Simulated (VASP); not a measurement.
# TiS2 (mix) (P-3m1) in VASP: density of states with PBE+D3(BJ)

Aim: the density of states of TiS2 (mix) with PBE+D3(BJ).

Everything below comes from runs of VASP 6.6.1. Logs are shortened: lines on timing, memory, paths and dates and some standing lists are left out, and cuts for length are marked.

## (1) The cell of the first run

It takes space group P-3m1 (No. 164, trigonal). The conventional cell has a = 3.361 Å, b = 3.361 Å, c = 5.520 Å, α = 90.00°, β = 90.00°, γ = 120.00°. Ti (site symmetry -3m) has 6 S at 2.41 Å within 3.2 Å. S (site symmetry 3m) has 3 Ti at 2.41 Å within 3.2 Å.

## (2) Density of states, PBE+D3(BJ)

POSCAR reads:

```
TiS2
1.0
    3.3605410184      0.0000000000      0.0000000000
   -1.6802705092      2.9103138924      0.0000000000
    0.0000000000      0.0000000000      5.5201395839
Ti S
1 2
Direct
    0.0000000000      0.0000000000      0.0000000000
    0.3333333333      0.6666666667      0.2586693486
    0.6666666667      0.3333333333      0.7413306514
```

INCAR.step1 reads:

```
ALGO = Normal
EDIFF = 1E-6
ENCUT = 400
GGA = PE
GGA_COMPAT = F
ISIF = 2
ISMEAR = 0
IVDW = 12
LASPH = T
LCHARG = T
LMAXMIX = 4
LORBIT = 11
LREAL = F
LWAVE = F
NBANDS = 19
NEDOS = 2001
NELM = 120
PREC = Accurate
SIGMA = 0.1
```

KPOINTS.step1 reads:

```
k-points
0
Gamma
  15 15 8
```

INCAR.step2 reads:

```
ALGO = Normal
EDIFF = 1E-6
ENCUT = 400
GGA = PE
GGA_COMPAT = F
ICHARG = 11
ISIF = 2
ISMEAR = -5
IVDW = 12
LASPH = T
LCHARG = F
LMAXMIX = 4
LORBIT = 10
LREAL = F
LWAVE = F
NBANDS = 19
NEDOS = 1001
NELM = 120
PREC = Accurate
SIGMA = 0.1
```

KPOINTS.step2 reads:

```
k-points
0
Gamma
  23 23 12
```

Potentials or basis: VASP PAW PBE potentials, release 64 (Ti_sv, S).

Command:

```
cat potpaw_PBE.64/Ti_sv/POTCAR potpaw_PBE.64/S/POTCAR > POTCAR
cp INCAR.step1 INCAR
cp KPOINTS.step1 KPOINTS
mpirun -np 1 vasp_std > vasp.out
cp INCAR.step2 INCAR
cp KPOINTS.step2 KPOINTS
mpirun -np 1 vasp_std > vasp.out
```

OUTCAR:

```text
EDIFF = 1E-6
   ENCUT = 400
   GGA = PE
   ICHARG = 11
   ISIF = 2
   ISMEAR = -5
   IVDW = 12
   LASPH = T
   LORBIT = 10
   LREAL = F
   NELM = 120
   PREC = Accurate
 IVDW          = 12

 ion  position               nearest neighbor table
   1  0.000  0.000  0.000-   2 2.41   3 2.41   3 2.41   2 2.41   3 2.41   2 2.41
   2  0.333  0.667  0.259-   1 2.41   1 2.41   1 2.41
   3  0.667  0.333  0.741-   1 2.41   1 2.41   1 2.41

  LATTYP: Found a hexagonal cell.
 ALAT       =     3.3605410184
 C/A-ratio  =     1.6426341930

  Lattice vectors:

 A1 = (   3.3605410184,   0.0000000000,   0.0000000000)
 A2 = (  -1.6802705092,   2.9103138924,   0.0000000000)
 A3 = (   0.0000000000,   0.0000000000,   5.5201395839)

Analysis of symmetry for initial positions (statically):
=====================================================================
 Subroutine PRICEL returns:
 Original cell was already a primitive cell.

 Routine SETGRP: Setting up the symmetry group for a
 hexagonal supercell.

 Subroutine GETGRP returns: Found 12 space group operations
 (whereof 12 operations were pure point group operations)
 out of a pool of 24 trial point group operations.

The static configuration has the point symmetry D_3d.

Analysis of symmetry for dynamics (positions and initial velocities):
=====================================================================
 Subroutine PRICEL returns:
 Original cell was already a primitive cell.

 Routine SETGRP: Setting up the symmetry group for a
 hexagonal supercell.

 Subroutine GETGRP returns: Found 12 space group operations
 (whereof 12 operations were pure point group operations)
 out of a pool of 24 trial point group operations.

The dynamic configuration has the point symmetry D_3d.

 Subroutine INISYM returns: Found 12 space group operations
 (whereof 12 operations are pure point group operations),
 and found     1 'primitive' translations

----------------------------------------------------------------------------------------

                                     Primitive cell

  volume of cell :      53.9882

  direct lattice vectors                    reciprocal lattice vectors
     3.360541018  0.000000000  0.000000000     0.297571133  0.171802774  0.000000000
    -1.680270509  2.910313892  0.000000000     0.000000000  0.343605548  0.000000000
     0.000000000  0.000000000  5.520139584     0.000000000  0.000000000  0.181154839

  length of vectors
     3.360541018  3.360541018  5.520139584     0.343605548  0.343605548  0.181154839

  position of ions in fractional coordinates (direct lattice)
     0.000000000  0.000000000  0.000000000
     0.333333333  0.666666667  0.258669349
     0.666666667  0.333333333  0.741330651

  ion indices of the primitive-cell ions
   primitive index   ion index
                 1           1
                 2           2
                 3           3

----------------------------------------------------------------------------------------

 KPOINTS: k-points

Automatic generation of k-mesh.
 Grid dimensions read from file:
 generate k-points for:   23   23   12

 Generating k-lattice:

  Cartesian coordinates                     Fractional coordinates (reciprocal lattice)
     0.012937875  0.007469686  0.000000000     0.043478261  0.000000000  0.000000000
     0.000000000  0.014939372  0.000000000     0.000000000  0.043478261  0.000000000
     0.000000000  0.000000000  0.015096237     0.000000000  0.000000000  0.083333333

  Length of vectors
     0.014939372  0.014939372  0.015096237

  Shift w.r.t. Gamma in fractional coordinates (k-lattice)
     0.000000000  0.000000000  0.000000000

 TETIRR: Found   9426 inequivalent tetrahedra from    38088

 Subroutine IBZKPT returns following result:
 ===========================================

 Found    612 irreducible k-points:

 Following reciprocal coordinates:
            Coordinates               Weight
  0.000000  0.000000  0.000000      1.000000
  0.043478  0.000000  0.000000      6.000000
  0.086957  0.000000  0.000000      6.000000
  0.130435 -0.000000  0.000000      6.000000
  0.173913 -0.000000  0.000000      6.000000
  0.217391 -0.000000  0.000000      6.000000
[... 16 lines left out ...]
  0.478261  0.043478  0.000000      6.000000
  0.086957  0.086957  0.000000      6.000000
 [... further k-points ...]
   k-points           NKPTS =    612   k-points in BZ     NKDIM =    612   number of bands    NBANDS=     19
   number of dos      NEDOS =   1001   number of ions     NIONS =      3
   total plane-waves  NPLWV =  20736
   dimension x,y,z NGX =    24 NGY =   24 NGZ =   36
   dimension x,y,z NGXF=    48 NGYF=   48 NGZF=   72
   ions per type =               1   2
   NGX,Y,Z   is equivalent  to a cutoff of  11.87, 11.87, 10.84 a.u.
   NGXF,Y,Z  is equivalent  to a cutoff of  23.75, 23.75, 21.68 a.u.
 SYSTEM =  unknown system
   PREC   = accura    normal or accurate (medium, high low for compatibility)
   ISTART =      0    job   : 0-new  1-cont  2-samecut
   ICHARG =     11    charge: 1-file 2-atom 10-const
   ISPIN  =      1    spin polarized calculation?
   LNONCOLLINEAR =      F non collinear calculations
   LSORBIT =      F    spin-orbit coupling
   LASPH  =      T    aspherical Exc in radial PAW
   ENCUT  =  400.0 eV  29.40 Ry    5.42 a.u.   5.48  5.48  9.00*2*pi/ulx,y,z
   NELM   =    120;   NELMIN=  2; NELMDL=  0     # of ELM steps
   EDIFF  = 0.1E-05   stopping-criterion for ELM
   LREAL  =      F    real-space projection
   EDIFFG = 0.1E-04   stopping-criterion for IOM
   NSW    =      0    number of steps for IOM
   IBRION =     -1    ionic relax: 0-MD 1-quasi-New 2-CG
   NFREE  =      0    steps in history (QN), initial steepest desc. (CG)
   ISIF   =      2    stress and relaxation
   ISYM   =      2    0-nonsym 1-usesym 2-fastsym
   POTIM  = 0.5000    time-step for ionic-motion
   TEBEG  =    0.0;   TEEND  =   0.0 temperature during run
   PSTRESS=    0.0 pullay stress
   NELECT =      24.0000    total number of electrons
   NUPDOWN=      -1.0000    fix difference up-down
   EMIN   =  10.00;   EMAX   =-10.00  energy-range for DOS
   EFERMI =   0.00;   METHOD = LEGACY
   ISMEAR =    -5;   SIGMA  =   0.10  broadening in eV -4-tet -1-fermi 0-gaus
   EFERMI_NEDOS =   21; number of points for ismear=-14 and -15
   IALGO  =     38    algorithm
   IMIX   =      4    mixing-type and parameters
     AMIX     =   0.40;   BMIX     =  1.00
     AMIX_MAG =   1.60;   BMIX_MAG =  1.00
  volume/ion in A,a.u.               =      18.00       121.44
  Fermi-wavevector in a.u.,A,eV,Ry     =   1.249431  2.361082 21.239747  1.561077
  Thomas-Fermi vector in A             =   2.383472
   LORBIT       =     10    0 simple, 1 ext, 2 COOP (PROOUT), +10 PAW based schemes
   GGA     = PE    functional components
   LHFCALC =     F    Hartree Fock is set to
   AEXX    =    0.0000 exact exchange contribution
   IVDW    =    12    specifies the selected vdW correction
   LEPSILON=     F    determine dielectric tensor
   LRPA    =     F    only Hartree local field effects (RPA)
 non-spin polarized calculation
 Fermi weights with tetrahedron method with Bloechl corrections
  energy-cutoff  :      400.00
  volume of cell :       53.99
 maximum number of plane-waves:      1008
 NGX is ok and might be reduce to    24

 number of electron      23.9999998 magnetization

 Free energy of the ion-electron system (eV)
  ---------------------------------------------------
  ext. energy  EPLUGINS =         0.00000000
  ---------------------------------------------------
  free energy    TOTEN  =       -19.86968714 eV

  energy without entropy =      -19.86968714  energy(sigma->0) =      -19.86968714

 E-fermi :   6.1396     XC(G=0): -10.4381

 val. band max:        6.1771152603   @ k =   0.0000   0.0000   0.2500
 cond. band min:       6.1224104244   @ k =   0.0000   0.3913   0.4167
 fundamental gap:     -0.0547048358
 Fermi energy:         6.1396108156

 k-point     1 :       0.0000    0.0000    0.0000
  band No.  band energies     occupation
      1     -51.3937      2.00000
      2     -27.6363      2.00000
      3     -27.5853      2.00000
      4     -27.5853      2.00000
      5      -7.8758      2.00000
      6      -5.9735      2.00000
[... 11 lines left out ...]
     18      12.2191      0.00000
     19      13.4537      0.00000

 k-point     2 :       0.0435    0.0000    0.0000
  band No.  band energies     occupation
      1     -51.3935      2.00000
      2     -27.6357      2.00000
      3     -27.5881      2.00000
      4     -27.5859      2.00000
      5      -7.8520      2.00000
      6      -5.9686      2.00000
[... 11 lines left out ...]
     18      12.3744      0.00000
     19      13.5589      0.00000

 k-point     3 :       0.0870    0.0000    0.0000
  band No.  band energies     occupation
      1     -51.3926      2.00000
      2     -27.6341      2.00000
      3     -27.5965      2.00000
      4     -27.5878      2.00000
      5      -7.7808      2.00000
      6      -5.9542      2.00000
[... 11 lines left out ...]
     18      12.7673      0.00000
     19      13.8510      0.00000

 k-point     4 :       0.1304   -0.0000    0.0000
  band No.  band energies     occupation
      1     -51.3915      2.00000
      2     -27.6315      2.00000
      3     -27.6096      2.00000
      4     -27.5908      2.00000
      5      -7.6652      2.00000
      6      -5.9316      2.00000
[... 407 lines left out ...]
     18      13.2349      0.00000
     19      13.7756      0.00000

 k-point    23 :       0.4783    0.0435    0.0000
  band No.  band energies     occupation
      1     -51.3784      2.00000
      2     -27.7356      2.00000
      3     -27.6216      2.00000
      4     -27.6053      2.00000
      5      -5.9647      2.00000
      6      -5.9574      2.00000
[... 11 lines left out ...]
     18      13.1817      0.00000
     19      13.7847      0.00000

 k-point    24 :       0.0870    0.0870    0.0000
  band No.  band energies     occupation
      1     -51.3907      2.00000
      2     -27.6300      2.00000
      3     -27.6165      2.00000
      4     -27.5931      2.00000
      5      -7.5972      2.00000
      6      -5.9188      2.00000
[... 11 lines left out ...]
     18      13.5536      0.00000
     19      14.4733      0.00000

 [... further k-points ...]

------------------------ aborting loop because EDIFF is reached ----------------------------------------

 Edisp (eV)   -1.22947

 E8    (eV) :    -0.4984

  FORCE on cell =-STRESS in cart. coord.  units (eV):
  Direction    XX          YY          ZZ          XY          YZ          ZX
  --------------------------------------------------------------------------------------
  -------------------------------------------------------------------------------------
  Total      -0.11128    -0.11128    -0.18052     0.00000     0.00000     0.00000
  in kB      -3.30225    -3.30225    -5.35713     0.00000     0.00000     0.00000
  external pressure =       -3.99 kB  Pullay stress =        0.00 kB

 VOLUME and BASIS-vectors are now :
 -----------------------------------------------------------------------------
  energy-cutoff  :      400.00
  volume of cell :       53.99
      direct lattice vectors                 reciprocal lattice vectors
     3.360541018  0.000000000  0.000000000     0.297571133  0.171802774  0.000000000
    -1.680270509  2.910313892  0.000000000     0.000000000  0.343605548  0.000000000
     0.000000000  0.000000000  5.520139584     0.000000000  0.000000000  0.181154839

 POSITION                                       TOTAL-FORCE (eV/Angst)
 -----------------------------------------------------------------------------------
      0.00000      0.00000      0.00000        -0.000000      0.000000      0.000000
     -0.00000      1.94021      1.42789         0.000000     -0.000000      0.008759
      1.68027      0.97010      4.09225        -0.000000      0.000000     -0.008759
 -----------------------------------------------------------------------------------
    total drift:                                0.000000     -0.000000      0.000000

  FREE ENERGIE OF THE ION-ELECTRON SYSTEM (eV)
  ---------------------------------------------------
  free  energy   TOTEN  =       -21.0991620885 eV

  energy  without entropy=      -21.0991620885  energy(sigma->0) =      -21.09916209

 total charge

# of ion       s       p       d       tot
------------------------------------------
    1        2.189   6.201   1.825  10.216
    2        1.358   2.380   0.000   3.738
    3        1.358   2.380   0.000   3.738
--------------------------------------------------
tot          4.906  10.961   1.825  17.692
```

Wall time 5.4 min (1 thread of Intel Xeon Platinum 8259CL at 2.50GHz (Skylake/Cascade Lake), shared host); peak memory 0.48 GiB.

What came out:

| Property | Result |
| --- | --- |
| Valence electrons inside the program's atomic spheres | Ti 10.22; S 3.74 |
| Dispersion energy per atom | -0.410 eV |

Levels at points of the mesh, in eV from the Fermi level:
```csv
k point,band 8,band 9,band 10,band 11,band 12,band 13,band 14,band 15,band 16,band 17
"(0.00, 0.00, 0.00)",-2.77,-2.77,0.17,0.17,0.18,0.55,0.55,0.89,3.48,3.48
"(0.00, 0.00, 0.50)",-2.70,-2.70,-2.70,-0.09,-0.09,0.52,0.52,1.60,3.91,3.91
```

Caveat: pairwise dispersion overbinds metals, which lowers pressure and volume; tetrahedron occupations give inexact forces and stress in metals.
